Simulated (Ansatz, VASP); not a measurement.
## Two plane-wave programs on Al

```xyz
1
Lattice="0.0000 2.0189 2.0240 2.0290 0.0000 2.0240 2.0290 2.0189 0.0000" Properties=species:S:1:pos:R:3 pbc="T T T"
Al    0.0000    0.0000    0.0000
```

Change from the starting cell: strain +0.0025 x Voigt [1, -1, 0, 0, 0, 0], atoms carried along.

Alike in both runs: task single point; functional PBEsol; k mesh 20 × 20 × 20; occupations gaussian, width 0.15 eV; no spin polarisation.

|  | VASP | Ansatz |
| --- | --- | --- |
| version | VASP 6.6.1 | Ansatz 0.2.0 |
| potentials or method | VASP PAW PBE potentials, release 64 (Al), cutoff 520 eV | scalar-relativistic, plane waves, PAW |
| valence electrons in the cell | 3 | 3 |

```tsv
	VASP	Ansatz	Ansatz less VASP
gap on the k mesh at the Fermi level (eV)	none	none	-
pressure (GPa)	-1.9	-1.9	-0.05
```

VASP's potentials were made for PBE, not for PBEsol. A gap of «none» marks a metal or a gap that the smearing closes. With one functional, cell and mesh, what is left measures potentials, basis and numerics.
